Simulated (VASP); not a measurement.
The system is BP3.

```
B P
1.0
    -1.86987    1.86987    4.17685
     1.86987   -1.86987    4.17685
     1.86987    1.86987   -4.17685
B P
1 3
Direct
  0.00000 0.00000 0.00000
  0.50000 0.50000 0.00000
  0.25000 0.75000 0.50000
  0.75000 0.25000 0.50000
```

```yaml
Program: VASP 6.6.1
Task: relaxation of cell and atoms
Functional: PBE
Potentials_or_basis: VASP PAW PBE potentials, release 64 (B, P)
Cutoff: 600 eV
k_mesh: 6 × 6 × 6
Occupations: gaussian, width 0.1 eV
Spin: no spin polarisation
```

At the start: pressure -10.6 GPa; volume 14.60 Å³/atom.

How do energy, volume and symmetry change on relaxing?

Over 30 steps the energy falls by 437.7 meV/atom and the volume is 13.43 Å³/atom (-8.0 %); space group I4/mmm (No. 139, to 0.1 Å) before and after.

The path:
```tsv
step	energy change (eV)	largest force (eV/Å)	pressure (GPa)	volume (Å³)
1	0.0000	0.0000	-10.63	58.42
2	-0.3569	0.0000	-2.21	50.60
3	-0.3653	0.0000	-0.09	49.49
4	-0.3653	0.0000	0.26	49.33
5	-0.3660	0.0000	0.03	49.47
6	-0.3676	0.0000	-0.30	49.78
7	-0.3732	0.0000	-1.09	50.40
8	-0.4043	0.0000	-2.71	51.63
9	-0.4945	0.0000	-5.90	54.08
10	-0.7284	0.0000	-10.57	58.91
11	-0.6149	0.0000	-16.87	68.33
12	-0.7187	0.0000	-12.85	62.36
13	-0.7460	0.0000	-11.74	60.39
14	-0.7457	0.0000	-11.59	60.17
15	-0.7589	0.0000	-11.48	60.04
16	-0.7975	0.0000	-11.12	59.65
17	-0.8708	0.0000	-10.32	58.88
18	-1.0014	0.0000	-8.85	57.35
19	-1.2526	0.0000	-7.22	54.36
20	-1.5293	0.0000	6.26	48.63
21	-1.5315	0.0000	4.32	49.24
22	-1.5888	0.0000	4.89	49.35
23	-1.6560	0.0000	7.23	49.56
24	-1.4573	0.0000	14.23	49.76
25	-1.6560	0.0000	8.98	49.63
26	-1.7200	0.0000	5.05	51.47
27	-1.7438	0.0000	0.76	53.93
28	-1.7441	0.0000	1.17	53.66
29	-1.7499	0.0000	0.27	53.70
30	-1.7507	0.0000	-0.21	53.72
```

Final structure:
```yaml
crystal:
  lattice:
    - [-1.57222, 1.57222, 5.43310]
    - [1.57222, -1.57222, 5.43310]
    - [1.57222, 1.57222, -5.43310]
  atoms:
    - { symbol: B, position: [0.00000, 0.00000, 0.00000] }
    - { symbol: P, position: [0.50000, 0.50000, 0.00000] }
    - { symbol: P, position: [0.25000, 0.75000, 0.50000] }
    - { symbol: P, position: [0.75000, 0.25000, 0.50000] }
```

Caveat: a cell axis changed by over 15 % at a fixed basis, so the end point is rough.
